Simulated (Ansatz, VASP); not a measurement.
## Two plane-wave programs on Re

```
Re
1.0
     2.59420    0.00000    0.00000
    -1.29710    2.24664    0.00000
     0.00000    0.00000    4.14808
Re
2
Direct
  0.33333 0.66667 0.25000
  0.66667 0.33333 0.75000
```

Change from the starting cell: volume scaled by 0.99, PAW files.

Alike in both runs: task electric field gradients; functional PBE; k mesh 14 × 14 × 8; occupations fermi-dirac, width 0.05 eV; no spin polarisation.

```csv
,VASP,Ansatz
version,VASP 6.6.1,Ansatz 0.2.0
potentials or method,"VASP PAW PBE potentials, release 64 (Re)","PAW with Ansatz's default frozen-core files, scalar-relativistic"
plane-wave cutoff (eV),520,420
valence electrons in the cell,14,30
```

|  | VASP | Ansatz | Ansatz less VASP |
| --- | --- | --- | --- |
| pressure (GPa) | 125.3 | 122.7 | -2.63 |
| traceless stress, the component that is largest in VASP (GPa) | 5.61 | 5.69 | +0.081 |
| size of Vzz on the site where it differs most (V/Å²) | 106.6 | 84.8 | -21.79 |

Both programs put the cell under a high pressure, so it lies far from rest at this level. VASP's potentials hold 14 valence electrons a cell and Ansatz's 30, so a difference there can come from the potentials and not from the codes.

Spin-orbit coupling is off throughout. Noted on VASP's run: the cell as given lies far from equilibrium.
